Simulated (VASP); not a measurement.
## Ga4O: single point with PBE

Crystal: Ga4O.

```
Ga O
1.0
    -2.15340    2.15340    3.89477
     2.15340   -2.15340    3.89477
     2.15340    2.15340   -3.89477
Ga O
4 1
Direct
  0.75629 0.75629 0.00000
  0.48798 0.98798 0.50000
  0.98798 0.48798 0.50000
  0.26051 0.26051 0.00000
  0.00725 0.00725 0.00000
```

| Quantity | Value |
| --- | --- |
| Program | VASP 6.6.1 |
| Task | single point |
| Functional | PBE |
| Potentials or basis | VASP PAW PBE potentials, release 64 (Ga_d, O) |
| Cutoff | 520 eV |
| k mesh | 6 × 6 × 6 |
| Occupations | gaussian, width 0.1 eV |
| Spin | collinear spin, ferromagnetic start |
| Starting moments | [0.0, 0.0, 0.0, 0.0, 1.0] μB |
| Dipole correction | no |
| Further INCAR settings | ALGO = Normal; EDIFF = 1e-06; NBANDS = 41 |

```json
{"Pressure": "16.8 GPa", "Largest force": "2.838 eV/Å", "Band gap on the k mesh": "zero (filled and empty bands overlap)", "Net moment": "0.00 μB per cell", "Valence electrons inside the program's atomic spheres": "Ga 11.61, 11.59, 11.60 (each value once); O 5.07"}
```

Forces in eV/Å, atoms in the order of the input:
```
Ga   0.000  0.000 -2.838
Ga   0.000  0.000  0.170
Ga   0.000  0.000  0.170
Ga   0.000  0.000  1.675
O    0.000  0.000  0.822
```

Stress tensor (GPa, compression positive):
```
18.90  0.00  0.00
 0.00 18.90  0.00
 0.00  0.00 12.59
```

Levels at points of the mesh, in eV from the Fermi level:
Spin up:
| k point | band 27 | band 28 | band 29 | band 30 | band 31 | band 32 |
| --- | --- | --- | --- | --- | --- | --- |
| (0.00, 0.00, 0.00) | -1.88 | -1.22 | -0.77 | -0.77 | 0.72 | 1.73 |
| (0.50, 0.00, 0.00) | -3.42 | -0.81 | -0.57 | 1.07 | 1.61 | 1.99 |
| (0.50, 0.50, 0.00) | -2.74 | -2.51 | -0.86 | -0.66 | 2.41 | 3.76 |
| (0.50, 0.50, 0.50) | -3.40 | -0.88 | -0.77 | -0.77 | 5.08 | 5.81 |
Spin down:
```tsv
k point	band 25	band 26	band 27	band 28	band 29	band 30	band 31	band 32	band 33	band 34
(0.00, 0.00, 0.00)	-6.91	-2.27	-1.88	-1.22	-0.77	-0.77	0.72	1.73	1.73	3.30
(0.50, 0.00, 0.00)	-6.84	-4.00	-3.42	-0.81	-0.57	1.07	1.61	1.99	4.56	4.66
(0.50, 0.50, 0.00)	-6.61	-4.54	-2.74	-2.51	-0.86	-0.66	2.41	3.76	4.36	6.30
(0.50, 0.50, 0.50)	-7.15	-4.25	-3.40	-0.88	-0.77	-0.77	5.08	5.81	5.81	6.39
```

Run time: 2.5 min on 1 thread of AMD EPYC 9R45 96-Core Processor (Zen 5) (shared host), peak memory 0.32 GiB.

Caveat: the stress differs along the axes, from 13 to 19 GPa; forces of over 1 eV/Å act on the atoms, so gaps and moduli don't describe the material at rest.
